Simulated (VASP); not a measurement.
# Si8NO14 (a cell with a defect) in VASP: a series of runs, part 2 of 3

VASP 6.6.1.

## 3. Single point, PBE, collinear spin, ferromagnetic start

Contents of INCAR:

```
  PREC = Accurate
  ENCUT = 520
  EDIFF = 1E-7
  ISMEAR = -1
  SIGMA = 0.05
  LREAL = Auto
  LASPH = True
  NELM = 150
  ALGO = Normal
  ISIF = 2
  LWAVE = False
  LCHARG = True
  ISPIN = 2
  MAGMOM = 0 0 0 0 0 0 0 0 0 0 0 0 0 0 0 0 0 0 0 0 0 0 1
  LORBIT = 11
  GGA = PE
  LELF = True
  LVHAR = True
  NBANDS = 82
  NELECT = 119.0
```

Contents of KPOINTS:

```
regular mesh
0
Gamma
  2 2 2
```

Contents of POSCAR:

```
Si8NO14
1.0
   -4.1773000000     -4.1773000000      0.0000000000
    4.1773000000     -4.1773000000      0.0000000000
    0.0000000000      0.0000000000      5.3310000000
Si O N
8 14 1
Direct
    0.5000000000      0.4815333738      0.0234058291
    0.0000000000      0.5057378462      0.2500000000
    0.5000000000      0.4815333738      0.4765941709
    0.0000000000      0.5040016710      0.7500000000
    0.0000000000      0.0009904637     -0.0019990684
    0.5000000000     -0.0173059638      0.2500000000
    0.0000000000      0.0009904637      0.5019990684
    0.5000000000      0.0411512096      0.7500000000
    0.2008499056      0.5081476108     -0.0024053497
    0.0000000000      0.1987266082      0.2500000000
    0.7991500944      0.5081476108     -0.0024053497
    0.0000000000      0.8080381254      0.2500000000
    0.2008499056      0.5081476108      0.5024053497
    0.0000000000      0.1987551837      0.7500000000
    0.7991500944      0.5081476108      0.5024053497
    0.0000000000      0.8055980505      0.7500000000
    0.6902438759     -0.0114120915     -0.0078739584
    0.5000000000      0.6856999809      0.2500000000
    0.3097561241     -0.0114120915     -0.0078739584
    0.5000000000      0.2865279757      0.2500000000
    0.6902438759     -0.0114120915      0.5078739584
    0.3097561241     -0.0114120915      0.5078739584
    0.5000000000      0.3372295607      0.7500000000
```

Potentials or basis: VASP PAW PBE potentials, release 64 (Si, O, N).

The run is started by

```bash
cat potpaw_PBE.64/Si/POTCAR potpaw_PBE.64/O/POTCAR potpaw_PBE.64/N/POTCAR > POTCAR
mpirun -np 1 vasp_std > vasp.out
```

Wall time 9.3 min (1 thread of Oxide Virtual Turin-like, shared host); peak memory 0.41 GiB.

It converged, with:

```
Free energy                                           : -192.3784 eV
Largest force                                         : 0.081 eV/Å
Net moment                                            : 0.76 μB per cell
Site moments                                          : Si -0.01, +0.00, -0.00; O +0.04, -0.00, +0.01, -0.01; N +0.40 μB
Valence electrons inside the program's atomic spheres : Si 1.55, 1.40, 1.42, 1.43, 1.51; O 5.19, 5.18, 5.21, 5.23, 5.26, 5.29; N 3.93
```

Forces on the atoms (eV/Å):
```
Si  -0.001  0.001 -0.081
Si   0.014 -0.014  0.000
Si  -0.001  0.001  0.081
Si   0.002 -0.002  0.000
Si  -0.008  0.008 -0.003
Si  -0.001  0.001  0.000
Si  -0.008  0.008  0.003
Si   0.037 -0.037  0.000
O   -0.011 -0.007 -0.001
O    0.013 -0.013  0.000
O    0.007  0.011 -0.001
O   -0.011  0.011  0.000
O   -0.011 -0.007  0.001
O    0.014 -0.014  0.000
O    0.007  0.011  0.001
O   -0.016  0.016  0.000
O   -0.004 -0.015  0.001
O    0.022 -0.022  0.000
O    0.015  0.004  0.001
O   -0.050  0.050  0.000
O   -0.004 -0.015 -0.001
O    0.015  0.004 -0.001
N   -0.020  0.020  0.000
```

Levels at points of the mesh, in eV from the Fermi level:
Spin up:
| k point | band 58 | band 59 | band 60 | band 61 | band 62 | band 63 |
| --- | --- | --- | --- | --- | --- | --- |
| (0.00, 0.00, 0.00) | -1.10 | -0.63 | 0.15 | 2.80 | 6.28 | 6.37 |
| (0.50, 0.00, 0.00) | -1.32 | -0.81 | -0.58 | 3.43 | 6.62 | 6.98 |
| (0.00, 0.50, 0.00) | -1.00 | -0.58 | -0.34 | 3.11 | 5.99 | 6.40 |
| (0.50, 0.50, 0.00) | -0.92 | -0.81 | -0.71 | 3.36 | 6.44 | 7.20 |
| (0.00, 0.00, 0.50) | -0.98 | -0.59 | -0.41 | 3.86 | 5.06 | 7.20 |
| (0.50, 0.00, 0.50) | -0.89 | -0.78 | -0.55 | 3.98 | 5.88 | 7.65 |
| (0.00, 0.50, 0.50) | -0.59 | -0.52 | -0.45 | 3.77 | 5.02 | 6.97 |
| (0.50, 0.50, 0.50) | -1.00 | -1.00 | -0.94 | 4.07 | 5.74 | 7.10 |
Spin down:
```tsv
k point	band 56	band 57	band 58	band 59	band 60	band 61	band 62	band 63
(0.00, 0.00, 0.00)	-1.21	-1.05	-0.88	-0.35	0.64	2.84	6.30	6.38
(0.50, 0.00, 0.00)	-1.51	-1.39	-1.08	-0.55	-0.07	3.46	6.64	7.02
(0.00, 0.50, 0.00)	-1.62	-1.20	-0.67	-0.43	0.34	3.15	6.00	6.41
(0.50, 0.50, 0.00)	-1.26	-1.10	-0.90	-0.80	0.19	3.39	6.45	7.20
(0.00, 0.00, 0.50)	-1.08	-0.99	-0.69	-0.56	0.42	3.89	5.07	7.23
(0.50, 0.00, 0.50)	-1.27	-0.86	-0.73	-0.54	0.15	4.00	5.88	7.68
(0.00, 0.50, 0.50)	-0.80	-0.70	-0.57	-0.51	0.50	3.81	5.02	7.00
(0.50, 0.50, 0.50)	-1.12	-1.01	-1.01	-0.98	0.11	4.10	5.74	7.13
```

Caveat: the k points lie up to 0.59 Å⁻¹ apart; the cell carries a net charge on a neutralising background, which shifts energy and pressure; the cell is charged against a uniform background, so pressure and absolute levels hang on convention.

## 4. Single point, PBE, collinear spin, ferromagnetic start

Contents of INCAR:

```
ALGO = Normal
EDIFF = 1E-6
ENCUT = 520
GGA = PE
ISIF = 2
ISMEAR = -1
ISPIN = 2
LASPH = True
LCHARG = False
LORBIT = 11
LREAL = Auto
LWAVE = False
MAGMOM = 0 0 0 0 0 0 0 0 0 0 0 0 0 0 0 0 0 0 0 0 0 0 0.37
NBANDS = 82
NELECT = 119.0
NELM = 150
PREC = Accurate
SIGMA = 0.05
```

Contents of KPOINTS:

```
k-points
0
Gamma
  2 2 2
```

Contents of POSCAR:

```
Si8NO14
1.0
   -4.1773000000     -4.1773000000      0.0000000000
    4.1773000000     -4.1773000000      0.0000000000
    0.0000000000      0.0000000000      5.3310000000
Si O N
8 14 1
Direct
    0.4996700022      0.4996685658      0.0345224161
   -0.0003339478      0.4974215402      0.2493404615
    0.4996634190      0.4996710794      0.4641556931
   -0.0003340675      0.4984766476      0.7493408366
   -0.0003327508     -0.0023024442     -0.0024578878
    0.4996661719     -0.0012643334      0.2493385856
   -0.0003333493     -0.0023032820      0.5011382480
    0.4996674886      0.0196390013      0.7493385856
    0.1955304862      0.5005030761      0.0035250422
   -0.0003350250      0.1900987480      0.2493406490
    0.8038005410      0.5005058291      0.0035257925
   -0.0003305963      0.8058928016      0.2493397111
    0.1955294089      0.5005043928      0.4951553180
   -0.0003367007      0.1940565676      0.7493397111
    0.8037995835      0.5005084624      0.4951555055
   -0.0003320327      0.8024676226      0.7493408366
    0.6883958538     -0.0029760850     -0.0104014256
    0.4996621023      0.7024600819      0.2493376477
    0.3109375673     -0.0029675867     -0.0104025511
    0.4996662916      0.2956677758      0.2493402739
    0.6883959735     -0.0029740502      0.5090789721
    0.3109375673     -0.0029733321      0.5090804727
    0.4996629402      0.4425406363      0.7493387732
```

The run is started by

```bash
cat potpaw_PBE.64/Si/POTCAR potpaw_PBE.64/O/POTCAR potpaw_PBE.64/N/POTCAR > POTCAR
mpirun -np 1 vasp_std > vasp.out
```

Run time: 17 min. Hardware: 1 thread of Oxide Virtual Turin-like, shared host; peak memory 0.4 GiB.

The run converged. Its results:

```
Free energy                                           : -189.8754 eV
Largest force                                         : 3.380 eV/Å
Net moment                                            : 0.00 μB per cell
Valence electrons inside the program's atomic spheres : Si 1.67, 1.47, 1.40, 1.43; O 5.20, 5.21, 5.22, 5.31, 5.30; N 3.96
```

Forces on the atoms (eV/Å):
```
Si   0.099 -0.100 -0.251
Si   0.015 -0.015  0.000
Si   0.099 -0.100  0.251
Si   0.061 -0.061  0.000
Si   0.024 -0.024 -0.008
Si   0.075 -0.074  0.000
Si   0.024 -0.024  0.008
Si   1.022 -1.020  0.000
O    0.111 -0.190 -0.038
O    0.078 -0.078  0.000
O    0.191 -0.111 -0.039
O    0.004 -0.006  0.000
O    0.111 -0.190  0.038
O    0.075 -0.077  0.000
O    0.191 -0.111  0.039
O    0.026 -0.024  0.000
O   -0.033 -0.032  0.030
O    0.087 -0.089  0.000
O    0.032  0.033  0.029
O    0.098 -0.099  0.000
O   -0.033 -0.032 -0.030
O    0.032  0.033 -0.029
N   -2.390  2.390  0.000
```

Levels at points of the mesh, in eV from the Fermi level:
Spin up:
| k point | band 57 | band 58 | band 59 | band 60 | band 61 | band 62 |
| --- | --- | --- | --- | --- | --- | --- |
| (0.00, 0.00, 0.00) | -1.29 | -1.25 | -0.47 | 0.27 | 3.03 | 5.42 |
| (0.50, 0.00, 0.00) | -1.70 | -1.25 | -0.51 | -0.49 | 3.41 | 5.57 |
| (0.00, 0.50, 0.00) | -1.52 | -1.13 | -0.71 | 0.22 | 3.60 | 4.61 |
| (0.50, 0.50, 0.00) | -1.62 | -1.31 | -0.96 | -0.25 | 3.71 | 4.85 |
| (0.00, 0.00, 0.50) | -1.26 | -0.96 | -0.81 | 0.41 | 3.90 | 5.64 |
| (0.50, 0.00, 0.50) | -1.17 | -1.03 | -0.69 | -0.26 | 3.81 | 5.62 |
| (0.00, 0.50, 0.50) | -1.04 | -0.97 | -0.96 | 0.42 | 4.08 | 5.28 |
| (0.50, 0.50, 0.50) | -1.39 | -1.32 | -1.07 | -0.27 | 4.05 | 5.21 |
Spin down:
| k point | band 55 | band 56 | band 57 | band 58 | band 59 | band 60 | band 61 | band 62 | band 63 | band 64 |
| --- | --- | --- | --- | --- | --- | --- | --- | --- | --- | --- |
| (0.00, 0.00, 0.00) | -1.78 | -1.59 | -1.29 | -1.25 | -0.47 | 0.27 | 3.03 | 5.42 | 5.78 | 6.58 |
| (0.50, 0.00, 0.00) | -2.12 | -1.85 | -1.70 | -1.25 | -0.51 | -0.49 | 3.41 | 5.57 | 6.14 | 6.86 |
| (0.00, 0.50, 0.00) | -2.10 | -1.73 | -1.52 | -1.13 | -0.71 | 0.22 | 3.60 | 4.61 | 6.96 | 7.00 |
| (0.50, 0.50, 0.00) | -1.71 | -1.64 | -1.62 | -1.31 | -0.96 | -0.25 | 3.71 | 4.85 | 7.59 | 7.63 |
| (0.00, 0.00, 0.50) | -1.40 | -1.32 | -1.26 | -0.96 | -0.81 | 0.41 | 3.90 | 5.64 | 5.69 | 6.99 |
| (0.50, 0.00, 0.50) | -1.78 | -1.57 | -1.17 | -1.03 | -0.69 | -0.26 | 3.81 | 5.62 | 5.97 | 7.02 |
| (0.00, 0.50, 0.50) | -1.78 | -1.06 | -1.04 | -0.97 | -0.96 | 0.42 | 4.08 | 5.28 | 5.41 | 8.01 |
| (0.50, 0.50, 0.50) | -1.74 | -1.40 | -1.39 | -1.32 | -1.07 | -0.27 | 4.05 | 5.21 | 5.72 | 8.51 |

Caveat: the k points lie up to 0.59 Å⁻¹ apart; the cell carries a net charge on a neutralising background, which shifts energy and pressure; the cell is charged against a uniform background, so pressure and absolute levels hang on convention.

(Continued in part 3 of 3.)
